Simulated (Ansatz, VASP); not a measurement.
One calculation of CaTa3AlSi3O16, two programs

```
O Al Si Ca Ta
1.0
    -5.93231    5.57055   -0.07380
    -5.51957    0.33894    4.92836
    -0.66462    4.83213    4.60267
O Al Si Ca Ta
16 1 3 1 3
Direct
  0.78183 0.96311 0.32236
  0.47120 0.89219 0.39318
  0.87544 0.52460 0.24781
  0.86973 0.69349 0.75562
  0.38933 0.33603 0.31475
  0.44009 0.98712 0.76582
  0.94433 0.26142 0.94407
  0.36329 0.30525 0.92194
  0.49050 0.66997 0.19030
  0.15410 0.74982 0.09159
  0.76160 0.98243 0.95012
  0.57217 0.54111 0.80265
  0.14206 0.06976 0.23752
  0.20086 0.65596 0.65574
  0.68553 0.24799 0.51542
  0.06100 0.07717 0.66789
  0.45558 0.98443 0.06035
  0.94177 0.00778 0.99827
  0.40791 0.59837 0.07435
  0.51562 0.04623 0.46122
  0.97930 0.49485 0.50998
  0.05047 0.41522 0.98251
  0.93351 0.97519 0.58825
  0.50234 0.53771 0.56929
```

Alike in both runs: functional PBE; k mesh 3 × 3 × 3; occupations gaussian, width 0.1 eV; no spin polarisation.

Ansatz relaxed the structure, and its values are those at the end. VASP's run is a single point on that final structure, the one shown.

```csv
,VASP,Ansatz
version,VASP 6.6.1,Ansatz 0.2.0
potentials or method,"VASP PAW PBE potentials, release 64 (O, Al, Si, Ca_sv, Ta_pv), cutoff 520 eV","scalar-relativistic, plane waves, PAW"
valence electrons in the cell,154,160
```

```csv
,VASP,Ansatz,Ansatz less VASP
gap on the k mesh at the Fermi level (eV),3.10,3.14,+0.032
least direct gap on the mesh (eV),3.19,3.23,+0.032
pressure (GPa),0.7,0.1,-0.63
rms of the force components (eV/Å),0.047,0.012,-0.0357
```

VASP's potentials hold 154 valence electrons a cell and Ansatz's 160, so a difference there can come from the potentials and not from the codes.

Neither program's run includes spin-orbit coupling.
